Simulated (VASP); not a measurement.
# AlGa3N4 (P-43m) in VASP: a series of runs, part 2 of 2

VASP 6.6.1.

### 3 Single point, PBEsol

INCAR

```
  ALGO = Normal
  EDIFF = 1E-6
  ENCUT = 520
  GGA = PS
  ISIF = 2
  ISMEAR = 0
  LASPH = T
  LCHARG = F
  LREAL = F
  LWAVE = F
  NBANDS = 41
  NELM = 80
  PREC = Accurate
  SIGMA = 0.02
```

KPOINTS

```
k-points
0
Gamma
  6 6 6
```

POSCAR

```
AlGa3N4
1.0
    4.3853975073      0.0000000000      0.0000000000
    0.0000000000      4.3853975073      0.0000000000
    0.0000000000      0.0000000000      4.3853975073
Al Ga N
1 3 4
Direct
    0.0000000000      0.0000000000      0.0000000000
    0.5000000000      0.5000000000      0.0000000000
    0.5000000000      0.0000000000      0.5000000000
    0.0000000000      0.5000000000      0.5000000000
    0.7551034557      0.7551034557      0.2448965443
    0.7551034557      0.2448965443      0.7551034557
    0.2448965443      0.7551034557      0.7551034557
    0.2448965443      0.2448965443      0.2448965443
```

Potentials or basis: VASP PAW PBE potentials, release 64 (Al, Ga_d, N).

Run with:

```console
> cat potpaw_PBE.64/Al/POTCAR potpaw_PBE.64/Ga_d/POTCAR potpaw_PBE.64/N/POTCAR > POTCAR
> mpirun -np 1 vasp_std > vasp.out
```

OUTCAR:

```text
EDIFF = 1E-6
   ENCUT = 520
   GGA = PS
   ISIF = 2
   ISMEAR = 0
   LASPH = T
   LREAL = F
   NELM = 80
   PREC = Accurate

 ion  position               nearest neighbor table
   1  0.000  0.000  0.000-   5 1.86   6 1.86   7 1.86   8 1.86   3 3.10   4 3.10   2 3.10   3 3.10
                             4 3.10   2 3.10   4 3.10   4 3.10   2 3.10   3 3.10   3 3.10   2 3.10
   2  0.500  0.500  0.000-   5 1.91   6 1.91   7 1.91   8 1.91   1 3.10   1 3.10   1 3.10   1 3.10

   3  0.500  0.000  0.500-   5 1.91   6 1.91   7 1.91   8 1.91   1 3.10   1 3.10   1 3.10   1 3.10

   4  0.000  0.500  0.500-   5 1.91   6 1.91   7 1.91   8 1.91   1 3.10   1 3.10   1 3.10   1 3.10

   5  0.755  0.755  0.245-   1 1.86   2 1.91   3 1.91   4 1.91
   6  0.755  0.245  0.755-   1 1.86   2 1.91   3 1.91   4 1.91
   7  0.245  0.755  0.755-   1 1.86   2 1.91   3 1.91   4 1.91
   8  0.245  0.245  0.245-   1 1.86   2 1.91   3 1.91   4 1.91

  LATTYP: Found a simple cubic cell.
 ALAT       =     4.3853975073

  Lattice vectors:

 A1 = (   4.3853975073,   0.0000000000,   0.0000000000)
[... 190 lines left out ...]
 Fermi energy:         6.0826402296

 k-point     1 :       0.0000    0.0000    0.0000
  band No.  band energies     occupation
      1     -10.2243      2.00000
      2      -8.6869      2.00000
      3      -8.6869      2.00000
      4      -8.6869      2.00000
      5      -7.2365      2.00000
      6      -7.2009      2.00000
[... 869 lines left out ...]
     40      16.0748      0.00000
     41      16.0748      0.00000

------------------------ aborting loop because EDIFF is reached ----------------------------------------

  FORCE on cell =-STRESS in cart. coord.  units (eV):
  Direction    XX          YY          ZZ          XY          YZ          ZX
  --------------------------------------------------------------------------------------
  -------------------------------------------------------------------------------------
  Total        6.2358444      6.2358444      6.2358444      0.0000000     -0.0000000      0.0000000
  in kB      118.4619714    118.4619714    118.4619714      0.0000000     -0.0000000      0.0000000
  external PRESSURE =     118.4619714 kB  Pullay stress =       0.0000000 kB

 VOLUME and BASIS-vectors are now :
 -----------------------------------------------------------------------------
  energy-cutoff  :      520.00
  volume of cell :       84.34
      direct lattice vectors                 reciprocal lattice vectors
     4.385397507  0.000000000  0.000000000     0.228029500  0.000000000  0.000000000
     0.000000000  4.385397507  0.000000000     0.000000000  0.228029500  0.000000000
     0.000000000  0.000000000  4.385397507     0.000000000  0.000000000  0.228029500

 POSITION                                       TOTAL-FORCE (eV/Angst)
 -----------------------------------------------------------------------------------
      0.00000      0.00000      0.00000        -0.000000      0.000000      0.000000
      2.19270      2.19270      0.00000        -0.000000      0.000000      0.000000
      2.19270      0.00000      2.19270         0.000000     -0.000000      0.000000
      0.00000      2.19270      2.19270         0.000000      0.000000      0.000000
      3.31143      3.31143      1.07397        -0.009859     -0.009859      0.009859
      3.31143      1.07397      3.31143        -0.009859      0.009859     -0.009859
      1.07397      3.31143      3.31143         0.009859     -0.009859     -0.009859
      1.07397      1.07397      1.07397         0.009859      0.009859      0.009859
 -----------------------------------------------------------------------------------
    total drift:                               -0.000000     -0.000000     -0.000000

  FREE ENERGIE OF THE ION-ELECTRON SYSTEM (eV)
  ---------------------------------------------------
  free  energy   TOTEN  =       -54.7974506761 eV

  energy  without entropy=      -54.7974506761  energy(sigma->0) =      -54.79745068
```

OSZICAR:

```text
N       E                     dE             d eps       ncg     rms          rms(c)
DAV:   1     0.633357784259E+03    0.63336E+03   -0.27930E+04  1864   0.260E+03
DAV:   2     0.534441080862E+02   -0.57991E+03   -0.53906E+03  1760   0.640E+02
DAV:   3    -0.551963921496E+02   -0.10864E+03   -0.10507E+03  1844   0.197E+02
DAV:   4    -0.628773789294E+02   -0.76810E+01   -0.76060E+01  2248   0.557E+01
DAV:   5    -0.630781413838E+02   -0.20076E+00   -0.20056E+00  2080   0.874E+00    0.155E+01
DAV:   6    -0.546638297972E+02    0.84143E+01   -0.22732E+01  3047   0.616E+01    0.461E+00
DAV:   7    -0.548936244672E+02   -0.22979E+00   -0.44353E+00  1967   0.116E+01    0.401E+00
DAV:   8    -0.548380840338E+02    0.55540E-01   -0.57373E-01  2454   0.898E+00    0.112E+00
DAV:   9    -0.547965431380E+02    0.41541E-01   -0.16430E-01  2751   0.575E+00    0.421E-01
DAV:  10    -0.547973733363E+02   -0.83020E-03   -0.17844E-02  1951   0.823E-01    0.133E-01
DAV:  11    -0.547974622350E+02   -0.88899E-04   -0.18029E-03  2743   0.577E-01    0.356E-02
DAV:  12    -0.547974465442E+02    0.15691E-04   -0.39296E-04  2575   0.250E-01    0.139E-02
DAV:  13    -0.547974519852E+02   -0.54410E-05   -0.42472E-05  2087   0.431E-02    0.997E-03
DAV:  14    -0.547974506103E+02    0.13749E-05   -0.41082E-06  1847   0.253E-02    0.213E-03
DAV:  15    -0.547974506761E+02   -0.65814E-07   -0.14233E-06  1423   0.693E-03
   1 F= -.54797451E+02 E0= -.54797451E+02  d E =-.161140E-34
```

stdout:

```text
POSCAR found type information on POSCAR AlGaN
 POSCAR found :  3 types and       8 ions
 scaLAPACK will be used
 -----------------------------------------------------------------------------
|                                                                             |
|                                                                             |
|     You enforced a specific xc type in the INCAR file but a different       |
|     I HOPE YOU KNOW WHAT YOU ARE DOING!                                     |
|                                                                             |
 -----------------------------------------------------------------------------

 LDA part: xc-table for (Slater+PW92), standard interpolation
 POSCAR, INCAR and KPOINTS ok, starting setup
 FFT: planning ... GRIDC
 FFT: planning ... GRID_SOFT
 FFT: planning ... GRID
 WAVECAR not read
 entering main loop
```

It took 3.4 min on 1 thread of AMD EPYC 7R13, shared host; peak memory 0.2 GiB.

What came out:

```yaml
Free_energy: -54.7975 eV
Pressure: 11.8 GPa
Largest_force: 0.017 eV/Å
Band_gap_on_the_k_mesh: 2.70 eV, direct
```

Forces in eV/Å, atoms in the order of the input:
```
Al   0.000  0.000  0.000
Ga   0.000  0.000  0.000
Ga   0.000  0.000  0.000
Ga   0.000  0.000  0.000
N   -0.010 -0.010  0.010
N   -0.010  0.010 -0.010
N    0.010 -0.010 -0.010
N    0.010  0.010  0.010
```

Levels at points of the mesh, in eV from the valence-band top:
```
           k point  band 27  band 28  band 29  band 30  band 31  band 32  band 33  band 34  band 35  band 36
(0.00, 0.00, 0.00)    -2.63    -2.63     0.00     0.00     0.00     2.70     3.37     3.37     3.37     6.76
(0.50, 0.00, 0.00)    -2.85    -1.59    -1.59    -1.26    -1.26     5.07     5.17     6.27     6.27     8.12
(0.50, 0.50, 0.00)    -3.21    -1.06    -1.00    -1.00    -0.66     7.07     7.31     7.31     7.43     7.54
(0.50, 0.50, 0.50)    -0.80    -0.80    -0.72    -0.72    -0.72     5.35     5.35     5.35     6.58     9.22
```

Caveat: the PAW data sets were made with another functional, which shifts forces and pressure a little. A hybrid or GW would open this gap; PBEsol tends to underestimate it.

### 4 Single point, PBEsol

This run uses another cell than the first one, of 10.92 Å³/atom, 1.036 times its volume.

INCAR

```
PREC = Accurate
ENCUT = 520
EDIFF = 1E-7
ISMEAR = 0
SIGMA = 0.02
LREAL = F
LASPH = T
NELM = 100
ALGO = Normal
ISIF = 2
LWAVE = F
LCHARG = F
GGA = PS
NBANDS = 41
```

KPOINTS

```
Automatic mesh
0
Gamma
  6 6 6
```

POSCAR

```
AlGa3N4
1.0
    4.4375602049      0.0000000000      0.0000000000
    0.0000000000      4.4375602049      0.0000000000
    0.0000000000      0.0000000000      4.4375602049
Al Ga N
1 3 4
Direct
    0.0000000000      0.0000000000      0.0000000000
    0.5000000000      0.5000000000      0.0000000000
    0.5000000000      0.0000000000      0.5000000000
    0.0000000000      0.5000000000      0.5000000000
    0.7550434857      0.7550434857      0.2449565143
    0.7550434857      0.2449565143      0.7550434857
    0.2449565143      0.7550434857      0.7550434857
    0.2449565143      0.2449565143      0.2449565143
```

Run with:

```console
> cat potpaw_PBE.64/Al/POTCAR potpaw_PBE.64/Ga_d/POTCAR potpaw_PBE.64/N/POTCAR > POTCAR
> mpirun -np 1 vasp_std > vasp.out
```

It took 3.4 min on 1 thread of AMD EPYC 7R13, shared host; peak memory 0.2 GiB.

The run converged. Its results:

```
Free energy            : -54.9462 eV
Pressure               : 3.9 GPa
Largest force          : 0.010 eV/Å
Band gap on the k mesh : 2.45 eV, direct
```

Forces in eV/Å, atoms in the order of the input:
```
Al   0.000  0.000  0.000
Ga   0.000  0.000  0.000
Ga   0.000  0.000  0.000
Ga   0.000  0.000  0.000
N   -0.006 -0.006  0.006
N   -0.006  0.006 -0.006
N    0.006 -0.006 -0.006
N    0.006  0.006  0.006
```

Levels at points of the mesh, in eV from the valence-band top:
```tsv
k point	band 27	band 28	band 29	band 30	band 31	band 32	band 33	band 34	band 35	band 36
(0.00, 0.00, 0.00)	-2.53	-2.53	0.00	0.00	0.00	2.45	3.35	3.35	3.35	6.56
(0.50, 0.00, 0.00)	-2.84	-1.52	-1.52	-1.22	-1.22	4.93	5.03	6.19	6.19	7.83
(0.50, 0.50, 0.00)	-3.10	-1.01	-0.96	-0.96	-0.64	6.82	7.01	7.01	7.33	7.37
(0.50, 0.50, 0.50)	-0.77	-0.77	-0.70	-0.70	-0.70	5.08	5.08	5.08	6.34	9.03
```

Caveat: the PAW data sets were made with another functional, which shifts forces and pressure a little. A hybrid or GW would open this gap; PBEsol tends to underestimate it.

### 5 Single point, PBEsol

This run uses another cell than the first one, of 10.92 Å³/atom, 1.036 times its volume.

INCAR

```
SYSTEM = AlGa3N4
PREC = Accurate ; ENCUT = 520
EDIFF = 1E-6 ; ISMEAR = 0
SIGMA = 0.02 ; LREAL = .False.
LASPH = .True. ; NELM = 80
ALGO = Normal ; ISIF = 2
LWAVE = .False. ; LCHARG = .True.
GGA = PS ; LELF = .True.
LVHAR = .True. ; NBANDS = 41
```

KPOINTS

```
Automatic mesh
0
Gamma
  6 6 6
  0 0 0
```

POSCAR is that of step 4.

Potentials or basis: VASP PAW PBE potentials, release 64 (Al, Ga_d, N).

Run with:

```console
> cat potpaw_PBE.64/Al/POTCAR potpaw_PBE.64/Ga_d/POTCAR potpaw_PBE.64/N/POTCAR > POTCAR
> mpirun -np 1 vasp_std > vasp.out
```

OUTCAR:

```text
SYSTEM = AlGa3N4
   PREC = Accurate
   ENCUT = 520
   EDIFF = 1E-6
   ISMEAR = 0
   LREAL = .False.
   LASPH = .True.
   NELM = 80
   ISIF = 2
   GGA = PS

 ion  position               nearest neighbor table
   1  0.000  0.000  0.000-   5 1.88   6 1.88   7 1.88   8 1.88   3 3.14   4 3.14   2 3.14   3 3.14
                             4 3.14   2 3.14   4 3.14   4 3.14   2 3.14   3 3.14   3 3.14   2 3.14
   2  0.500  0.500  0.000-   5 1.93   6 1.93   7 1.93   8 1.93   1 3.14   1 3.14   1 3.14   1 3.14

   3  0.500  0.000  0.500-   5 1.93   6 1.93   7 1.93   8 1.93   1 3.14   1 3.14   1 3.14   1 3.14

   4  0.000  0.500  0.500-   5 1.93   6 1.93   7 1.93   8 1.93   1 3.14   1 3.14   1 3.14   1 3.14

   5  0.755  0.755  0.245-   1 1.88   2 1.93   3 1.93   4 1.93
   6  0.755  0.245  0.755-   1 1.88   2 1.93   3 1.93   4 1.93
   7  0.245  0.755  0.755-   1 1.88   2 1.93   3 1.93   4 1.93
   8  0.245  0.245  0.245-   1 1.88   2 1.93   3 1.93   4 1.93

  LATTYP: Found a simple cubic cell.
 ALAT       =     4.4375602049

  Lattice vectors:

 A1 = (   4.4375602049,   0.0000000000,   0.0000000000)
[... 190 lines left out ...]
 Fermi energy:         5.6111204564

 k-point     1 :       0.0000    0.0000    0.0000
  band No.  band energies     occupation
      1     -10.3185      2.00000
      2      -8.9320      2.00000
      3      -8.9320      2.00000
      4      -8.9320      2.00000
      5      -7.5947      2.00000
      6      -7.5687      2.00000
[... 869 lines left out ...]
     40      15.5272      0.00000
     41      15.5272      0.00000

------------------------ aborting loop because EDIFF is reached ----------------------------------------

  FORCE on cell =-STRESS in cart. coord.  units (eV):
  Direction    XX          YY          ZZ          XY          YZ          ZX
  --------------------------------------------------------------------------------------
  -------------------------------------------------------------------------------------
  Total        2.1173994      2.1173994      2.1173994     -0.0000000     -0.0000000      0.0000000
  in kB       38.8222411     38.8222411     38.8222411     -0.0000000     -0.0000000      0.0000000
  external PRESSURE =      38.8222411 kB  Pullay stress =       0.0000000 kB

 VOLUME and BASIS-vectors are now :
 -----------------------------------------------------------------------------
  energy-cutoff  :      520.00
  volume of cell :       87.38
      direct lattice vectors                 reciprocal lattice vectors
     4.437560205  0.000000000  0.000000000     0.225349055  0.000000000  0.000000000
     0.000000000  4.437560205  0.000000000     0.000000000  0.225349055  0.000000000
     0.000000000  0.000000000  4.437560205     0.000000000  0.000000000  0.225349055

 POSITION                                       TOTAL-FORCE (eV/Angst)
 -----------------------------------------------------------------------------------
      0.00000      0.00000      0.00000         0.000000     -0.000000     -0.000000
      2.21878      2.21878      0.00000        -0.000000      0.000000      0.000000
      2.21878      0.00000      2.21878         0.000000     -0.000000     -0.000000
      0.00000      2.21878      2.21878         0.000000      0.000000     -0.000000
      3.35055      3.35055      1.08701        -0.005580     -0.005580      0.005580
      3.35055      1.08701      3.35055        -0.005580      0.005580     -0.005580
      1.08701      3.35055      3.35055         0.005580     -0.005580     -0.005580
      1.08701      1.08701      1.08701         0.005580      0.005580      0.005580
 -----------------------------------------------------------------------------------
    total drift:                               -0.000000     -0.000000     -0.000000

  FREE ENERGIE OF THE ION-ELECTRON SYSTEM (eV)
  ---------------------------------------------------
  free  energy   TOTEN  =       -54.9462171586 eV

  energy  without entropy=      -54.9462171586  energy(sigma->0) =      -54.94621716
```

OSZICAR:

```text
N       E                     dE             d eps       ncg     rms          rms(c)
DAV:   1     0.624838340697E+03    0.62484E+03   -0.27823E+04  1897   0.258E+03
DAV:   2     0.481459327237E+02   -0.57669E+03   -0.53441E+03  1784   0.630E+02
DAV:   3    -0.556342687659E+02   -0.10378E+03   -0.10093E+03  1810   0.193E+02
DAV:   4    -0.627455381974E+02   -0.71113E+01   -0.70468E+01  2250   0.537E+01
DAV:   5    -0.629286608906E+02   -0.18312E+00   -0.18286E+00  2054   0.810E+00    0.152E+01
DAV:   6    -0.548269580349E+02    0.81017E+01   -0.22997E+01  3010   0.591E+01    0.456E+00
DAV:   7    -0.550395529474E+02   -0.21259E+00   -0.39608E+00  1913   0.110E+01    0.394E+00
DAV:   8    -0.549852141118E+02    0.54339E-01   -0.53950E-01  2527   0.803E+00    0.110E+00
DAV:   9    -0.549453146249E+02    0.39899E-01   -0.16264E-01  2689   0.540E+00    0.431E-01
DAV:  10    -0.549461518535E+02   -0.83723E-03   -0.16010E-02  1948   0.768E-01    0.162E-01
DAV:  11    -0.549462230269E+02   -0.71173E-04   -0.18968E-03  2676   0.562E-01    0.306E-02
DAV:  12    -0.549462131820E+02    0.98448E-05   -0.32899E-04  2576   0.227E-01    0.136E-02
DAV:  13    -0.549462172640E+02   -0.40820E-05   -0.34938E-05  2060   0.364E-02    0.626E-03
DAV:  14    -0.549462171586E+02    0.10545E-06   -0.22540E-06  1590   0.945E-03
   1 F= -.54946217E+02 E0= -.54946217E+02  d E =-.675957E-11
```

stdout:

```text
POSCAR found type information on POSCAR AlGaN
 POSCAR found :  3 types and       8 ions
 scaLAPACK will be used
 -----------------------------------------------------------------------------
|                                                                             |
|                                                                             |
|     You enforced a specific xc type in the INCAR file but a different       |
|     I HOPE YOU KNOW WHAT YOU ARE DOING!                                     |
|                                                                             |
 -----------------------------------------------------------------------------

 LDA part: xc-table for (Slater+PW92), standard interpolation
 POSCAR, INCAR and KPOINTS ok, starting setup
 FFT: planning ... GRIDC
 FFT: planning ... GRID_SOFT
 FFT: planning ... GRID
 WAVECAR not read
 entering main loop
```

Run time: 3 min. Hardware: 1 thread of AMD EPYC 7R13, shared host; peak memory 0.2 GiB.

What came out:

| Item | Value |
| --- | --- |
| Free energy | -54.9462 eV |
| Pressure | 3.9 GPa |
| Largest force | 0.010 eV/Å |
| Band gap on the k mesh | 2.45 eV, direct |

Forces on the atoms (eV/Å):
```
Al   0.000  0.000  0.000
Ga   0.000  0.000  0.000
Ga   0.000  0.000  0.000
Ga   0.000  0.000  0.000
N   -0.006 -0.006  0.006
N   -0.006  0.006 -0.006
N    0.006 -0.006 -0.006
N    0.006  0.006  0.006
```

Caveat: the PAW data sets were made with another functional, which shifts forces and pressure a little. PBEsol gaps usually lie below the measured ones, often by a third to a half.
